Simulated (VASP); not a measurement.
# BP (F-43m) in VASP: notebook

BP is run at these levels: r2SCAN; tasks: relaxation of the atoms.

All numbers are computed with VASP 6.6.1; they aren't measurements. Logs are shortened: lines on timing, memory, paths and dates and some standing lists are left out, and cuts for length are marked.

## (1) The cell of the first run

Symmetry: F-43m, No. 216, cubic system. The conventional cell has a = 4.625 Å, b = 4.625 Å, c = 4.625 Å, α = 90.00°, β = 90.00°, γ = 90.00°. B (site symmetry -43m) has 4 P at 2.00 Å within 2.7 Å. P (site symmetry -43m) has 4 B at 2.00 Å within 2.7 Å.

## (2) Relaxation of the atoms, r2SCAN

Contents of POSCAR:

```
BP
1.0
    0.0000000000      2.3126685000      2.3126685000
    2.3126685000      0.0000000000      2.3126685000
    2.3126685000      2.3126685000      0.0000000000
B P
1 1
Direct
    0.0000000000      0.0000000000      0.0000000000
    0.2500000000      0.2500000000      0.2500000000
```

Contents of INCAR.step1:

```
SYSTEM = BP
PREC = Accurate
ENCUT = 520
ISMEAR = -1
SIGMA = 0.02
LREAL = .FALSE.
LASPH = .TRUE.
NELM = 60
GGA = PE
ALGO = Normal
EDIFF = 1E-4
LWAVE = .TRUE.
LCHARG = .FALSE.
```

Contents of INCAR.step2:

```
SYSTEM = BP
PREC = Accurate
ENCUT = 520
EDIFF = 1E-6
ISMEAR = -1
SIGMA = 0.02
LREAL = .FALSE.
LASPH = .TRUE.
NELM = 60
ALGO = Normal
ISIF = 2
LWAVE = .FALSE.
LCHARG = .FALSE.
METAGGA = R2SCAN
LMIXTAU = .TRUE.
IBRION = 2
NSW = 50
EDIFFG = -0.01
ISTART = 1
```

Contents of KPOINTS:

```
regular mesh
0
G
  10 10 10
  0 0 0
```

Potentials or basis: VASP PAW PBE potentials, release 64 (B, P).

On the command line:

```
$ cat potpaw_PBE.64/B/POTCAR potpaw_PBE.64/P/POTCAR > POTCAR
$ cp INCAR.step1 INCAR
$ mpirun -np 1 vasp_std > vasp.out
$ cp INCAR.step2 INCAR
$ mpirun -np 1 vasp_std > vasp.out
```

OUTCAR:

```text
SYSTEM = BP
   PREC = Accurate
   ENCUT = 520
   EDIFF = 1E-6
   ISMEAR = -1
   LREAL = .FALSE.
   LASPH = .TRUE.
   NELM = 60
   ISIF = 2
   METAGGA = R2SCAN
   IBRION = 2
   NSW = 50
   EDIFFG = -0.01
   ISTART = 1

 ion  position               nearest neighbor table
   1  0.000  0.000  0.000-   2 2.00   2 2.00   2 2.00   2 2.00
   2  0.250  0.250  0.250-   1 2.00   1 2.00   1 2.00   1 2.00

  LATTYP: Found a face centered cubic cell.
 ALAT       =     4.6253370000

  Lattice vectors:

 A1 = (   0.0000000000,   2.3126685000,   2.3126685000)
 A2 = (   2.3126685000,   0.0000000000,   2.3126685000)
 A3 = (   2.3126685000,   2.3126685000,   0.0000000000)

Analysis of symmetry for initial positions (statically):
=====================================================================
 Subroutine PRICEL returns:
 Original cell was already a primitive cell.

 Routine SETGRP: Setting up the symmetry group for a
 face centered cubic supercell.

 Subroutine GETGRP returns: Found 24 space group operations
 (whereof 24 operations were pure point group operations)
 out of a pool of 48 trial point group operations.

The static configuration has the point symmetry T_d .

Analysis of symmetry for dynamics (positions and initial velocities):
=====================================================================
 Subroutine PRICEL returns:
 Original cell was already a primitive cell.

 Routine SETGRP: Setting up the symmetry group for a
 face centered cubic supercell.

 Subroutine GETGRP returns: Found 24 space group operations
 (whereof 24 operations were pure point group operations)
 out of a pool of 48 trial point group operations.

The dynamic configuration has the point symmetry T_d .

 Subroutine INISYM returns: Found 24 space group operations
 (whereof 24 operations are pure point group operations),
 and found     1 'primitive' translations

----------------------------------------------------------------------------------------

                                     Primitive cell

  volume of cell :      24.7383

  direct lattice vectors                    reciprocal lattice vectors
     0.000000000  2.312668500  2.312668500    -0.216200463  0.216200463  0.216200463
     2.312668500  0.000000000  2.312668500     0.216200463 -0.216200463  0.216200463
     2.312668500  2.312668500  0.000000000     0.216200463  0.216200463 -0.216200463

[... 86 lines left out ...]
   NSW    =     50    number of steps for IOM
   IBRION =      2    ionic relax: 0-MD 1-quasi-New 2-CG
   NFREE  =      1    steps in history (QN), initial steepest desc. (CG)
   ISIF   =      2    stress and relaxation
   ISYM   =      2    0-nonsym 1-usesym 2-fastsym
   POTIM  = 0.5000    time-step for ionic-motion
   TEBEG  =    0.0;   TEEND  =   0.0 temperature during run
   PSTRESS=    0.0 pullay stress
   NELECT =       8.0000    total number of electrons
   NUPDOWN=      -1.0000    fix difference up-down
   EMIN   =  10.00;   EMAX   =-10.00  energy-range for DOS
   EFERMI =   0.00;   METHOD = LEGACY
   ISMEAR =    -1;   SIGMA  =   0.02  broadening in eV -4-tet -1-fermi 0-gaus
   EFERMI_NEDOS =   21; number of points for ismear=-14 and -15
   IALGO  =     38    algorithm
   IMIX   =      4    mixing-type and parameters
     AMIX     =   0.40;   BMIX     =  1.00
     AMIX_MAG =   1.60;   BMIX_MAG =  1.00
  volume/ion in A,a.u.               =      12.37        83.47
  Fermi-wavevector in a.u.,A,eV,Ry     =   1.123694  2.123474 17.179920  1.262688
  Thomas-Fermi vector in A             =   2.260362
   LORBIT       =      0    0 simple, 1 ext, 2 COOP (PROOUT), +10 PAW based schemes
   METAGGA = R2SCAN    functional components
   LHFCALC =     F    Hartree Fock is set to
   AEXX    =    0.0000 exact exchange contribution
   IVDW    =     0    specifies the selected vdW correction
   LEPSILON=     F    determine dielectric tensor
   LRPA    =     F    only Hartree local field effects (RPA)
 conjugate gradient relaxation of ions
 non-spin polarized calculation
  energy-cutoff  :      520.00
  volume of cell :       24.74
 maximum number of plane-waves:       678
   NGX = 13   NGY = 13   NGZ = 13

 number of electron       7.9999999 magnetization

 Free energy of the ion-electron system (eV)
  ---------------------------------------------------
  ext. energy  EPLUGINS =         0.00000000
  ---------------------------------------------------
  free energy    TOTEN  =       -17.26775102 eV

  energy without entropy =      -17.26775102  energy(sigma->0) =      -17.26775102

 E-fermi :   7.1743     XC(G=0): -11.2438

 val. band max:        6.7200078780   @ k =   0.0000   0.0000   0.0000
 cond. band min:       8.2408557440   @ k =   0.4000   0.4000   0.0000
 fundamental gap:      1.5208478660
 Fermi energy:         7.1743478653

 k-point     1 :       0.0000    0.0000    0.0000
  band No.  band energies     occupation
      1      -9.0195      2.00000
      2       6.7200      2.00000
      3       6.7200      2.00000
      4       6.7200      2.00000
      5      10.2812      0.00000
      6      10.2812      0.00000
      7      10.2812      0.00000
      8      13.8286      0.00000
[... 243 lines left out ...]
 k-point    24 :       0.4000    0.3000    0.0000
  band No.  band energies     occupation
      1      -6.0778      2.00000
      2       0.3260      2.00000
      3       2.6829      2.00000
      4       3.1939      2.00000
      5       8.8015      0.00000
      6      10.6769      0.00000
      7      16.4455      0.00000
      8      16.5012      0.00000

 [... further k-points ...]

------------------------ aborting loop because EDIFF is reached ----------------------------------------

  FORCE on cell =-STRESS in cart. coord.  units (eV):
  Direction    XX          YY          ZZ          XY          YZ          ZX
  --------------------------------------------------------------------------------------
  -------------------------------------------------------------------------------------
  Total       -1.4329151     -1.4329151     -1.4329151      0.0000000      0.0000000     -0.0000000
  in kB      -92.8027613    -92.8027613    -92.8027613      0.0000000      0.0000000     -0.0000000
  external PRESSURE =     -92.8027613 kB  Pullay stress =       0.0000000 kB

 VOLUME and BASIS-vectors are now :
 -----------------------------------------------------------------------------
  energy-cutoff  :      520.00
  volume of cell :       24.74
      direct lattice vectors                 reciprocal lattice vectors
     0.000000000  2.312668500  2.312668500    -0.216200463  0.216200463  0.216200463
     2.312668500  0.000000000  2.312668500     0.216200463 -0.216200463  0.216200463
     2.312668500  2.312668500  0.000000000     0.216200463  0.216200463 -0.216200463

 POSITION                                       TOTAL-FORCE (eV/Angst)
 -----------------------------------------------------------------------------------
      0.00000      0.00000      0.00000        -0.000000     -0.000000     -0.000000
      1.15633      1.15633      1.15633         0.000000      0.000000      0.000000
 -----------------------------------------------------------------------------------
    total drift:                                0.000000      0.000000      0.000000

  FREE ENERGIE OF THE ION-ELECTRON SYSTEM (eV)
  ---------------------------------------------------
  free  energy   TOTEN  =       -17.2677510154 eV

  energy  without entropy=      -17.2677510154  energy(sigma->0) =      -17.26775102

 reached required accuracy - stopping structural energy minimisation
```

OUTCAR.step1:

```text
SYSTEM = BP
   PREC = Accurate
   ENCUT = 520
   ISMEAR = -1
   LREAL = .FALSE.
   LASPH = .TRUE.
[... 484 lines left out ...]
      0.00000      0.00000      0.00000        -0.000000     -0.000000      0.000000
      1.15633      1.15633      1.15633         0.000000      0.000000      0.000000
 -----------------------------------------------------------------------------------
    total drift:                                0.000000      0.000000      0.000000

  FREE ENERGIE OF THE ION-ELECTRON SYSTEM (eV)
  ---------------------------------------------------
  free  energy   TOTEN  =       -12.9006955728 eV

  energy  without entropy=      -12.9006955727  energy(sigma->0) =      -12.90069557
```

Run time: 11 s. Hardware: 1 thread of Intel Xeon 6975P-C (Granite Rapids), shared host; peak memory 0.14 GiB.

Results:

| Quantity | Value |
| --- | --- |
| Free energy | -17.2678 eV |
| Pressure after relaxing | -9.3 GPa |
| Band gap on the k mesh | 1.52 eV (least direct gap 3.56 eV) |

Final structure:
```
CELL_PARAMETERS angstrom
0.00000 2.31267 2.31267
2.31267 0.00000 2.31267
2.31267 2.31267 0.00000
ATOMIC_POSITIONS crystal
B 0.00000 0.00000 0.00000
P 0.25000 0.25000 0.25000
```

Levels at points of the mesh, in eV from the valence-band top:
```
           k point  band 2  band 3  band 4  band 5  band 6  band 7
(0.00, 0.00, 0.00)    0.00    0.00    0.00    3.56    3.56    3.56
(0.50, 0.00, 0.00)   -9.09   -1.79   -1.79    3.78    4.99    4.99
(0.50, 0.50, 0.00)   -8.82   -4.13   -4.13    1.65    1.96   12.50
```

Caveat: the relaxation stopped at its first step, so nothing moved; the PAW data sets were made with another functional, which shifts forces and pressure a little.

## (3) Relaxation of the atoms, r2SCAN

This run uses another cell than the first one, of 11.20 Å³/atom.

Contents of POSCAR:

```
BP
1.0
    0.0000000000      2.2375280900      2.2375280900
    2.2375280900      0.0000000000      2.2375280900
    2.2375280900      2.2375280900      0.0000000000
B P
1 1
Direct
    0.0000000000      0.0000000000      0.0000000000
    0.2500000000      0.2500000000      0.2500000000
```

Contents of INCAR.step1:

```
ALGO = Normal
EDIFF = 1E-4
ENCUT = 520
GGA = PE
ISMEAR = -1
LASPH = True
LCHARG = False
LREAL = False
LWAVE = True
NELM = 100
PREC = Accurate
SIGMA = 0.02
```

Contents of INCAR.step2:

```
ALGO = Normal
EDIFF = 1E-6
EDIFFG = -0.01
ENCUT = 520
IBRION = 2
ISIF = 2
ISMEAR = -1
ISTART = 1
LASPH = True
LCHARG = False
LMIXTAU = True
LREAL = False
LWAVE = False
METAGGA = R2SCAN
NELM = 100
NSW = 50
PREC = Accurate
SIGMA = 0.02
```

Contents of KPOINTS:

```
k-points
0
Gamma
  10 10 10
```

Potentials or basis: VASP PAW PBE potentials, release 64 (B, P).

On the command line:

```
$ cat potpaw_PBE.64/B/POTCAR potpaw_PBE.64/P/POTCAR > POTCAR
$ cp INCAR.step1 INCAR
$ mpirun -np 1 vasp_std > vasp.out
$ cp INCAR.step2 INCAR
$ mpirun -np 1 vasp_std > vasp.out
```

Wall time 45 s (1 thread of Intel Xeon 8259CL, shared host); peak memory 0.14 GiB.

The run converged. Its results:

- Free energy: -17.2926 eV
- Pressure after relaxing: 6.9 GPa
- Band gap on the k mesh: 1.39 eV (least direct gap 3.71 eV)

Final structure:
```
B P
1.0
     0.00000    2.23753    2.23753
     2.23753    0.00000    2.23753
     2.23753    2.23753    0.00000
B P
1 1
Direct
  0.00000 0.00000 0.00000
  0.25000 0.25000 0.25000
```

Levels at points of the mesh, in eV from the valence-band top:
```tsv
k point	band 2	band 3	band 4	band 5	band 6	band 7
(0.00, 0.00, 0.00)	0.00	0.00	0.00	3.71	3.71	3.71
(0.50, 0.00, 0.00)	-9.81	-1.92	-1.92	4.41	5.06	5.06
(0.50, 0.50, 0.00)	-9.35	-4.50	-4.50	1.46	1.87	13.48
```

Caveat: the relaxation stopped at its first step, so nothing moved; the PAW data sets were made with another functional, which shifts forces and pressure a little. A k mesh can miss the band edges.

## (4) Relaxation of the atoms, r2SCAN

This run uses another cell than the first one, of 11.44 Å³/atom.

Contents of POSCAR:

```
BP
1.0
    0.0000000000      2.2529598100      2.2529598100
    2.2529598100      0.0000000000      2.2529598100
    2.2529598100      2.2529598100      0.0000000000
B P
1 1
Direct
    0.0000000000      0.0000000000      0.0000000000
    0.2500000000      0.2500000000      0.2500000000
```

Contents of INCAR.step1:

```
  PREC = Accurate
  ENCUT = 520
  ISMEAR = -1
  SIGMA = 0.02
  LREAL = F
  LASPH = T
  NELM = 60
  GGA = PE
  ALGO = Normal
  EDIFF = 1E-4
  LWAVE = T
  LCHARG = F
```

Contents of INCAR.step2:

```
  PREC = Accurate
  ENCUT = 520
  EDIFF = 1E-7
  ISMEAR = -1
  SIGMA = 0.02
  LREAL = F
  LASPH = T
  NELM = 60
  ALGO = Normal
  ISIF = 2
  LWAVE = F
  LCHARG = F
  METAGGA = R2SCAN
  LMIXTAU = T
  IBRION = 2
  NSW = 50
  EDIFFG = -0.01
  ISTART = 1
```

Contents of KPOINTS:

```
regular mesh
0
Gamma
  10 10 10
```

On the command line:

```
$ cat potpaw_PBE.64/B/POTCAR potpaw_PBE.64/P/POTCAR > POTCAR
$ cp INCAR.step1 INCAR
$ mpirun -np 1 vasp_std > vasp.out
$ cp INCAR.step2 INCAR
$ mpirun -np 1 vasp_std > vasp.out
```

Run time: 52 s. Hardware: 1 thread of Intel Xeon 8259CL, shared host; peak memory 0.14 GiB.

It converged, with:

| Property | Result |
| --- | --- |
| Free energy | -17.3074 eV |
| Pressure after relaxing | 3.0 GPa |
| Band gap on the k mesh | 1.42 eV (least direct gap 3.67 eV) |

Final structure:
```
B P
1.0
     0.00000    2.25296    2.25296
     2.25296    0.00000    2.25296
     2.25296    2.25296    0.00000
B P
1 1
Direct
  0.00000 0.00000 0.00000
  0.25000 0.25000 0.25000
```

Levels at points of the mesh, in eV from the valence-band top:
| k point | band 1 | band 2 | band 3 | band 4 | band 5 | band 6 | band 7 | band 8 |
| --- | --- | --- | --- | --- | --- | --- | --- | --- |
| (0.00, 0.00, 0.00) | -16.46 | 0.00 | 0.00 | 0.00 | 3.67 | 3.67 | 3.67 | 8.35 |
| (0.50, 0.00, 0.00) | -12.88 | -9.66 | -1.89 | -1.89 | 4.27 | 5.04 | 5.04 | 11.00 |
| (0.50, 0.50, 0.00) | -11.18 | -9.24 | -4.43 | -4.43 | 1.50 | 1.89 | 13.27 | 13.27 |

Caveat: the relaxation stopped at its first step, so nothing moved; the PAW data sets were made with another functional, which shifts forces and pressure a little. r2SCAN opens gaps a little over a GGA but as a rule still falls short of measured ones.

(Continued in part 2 of 2.)
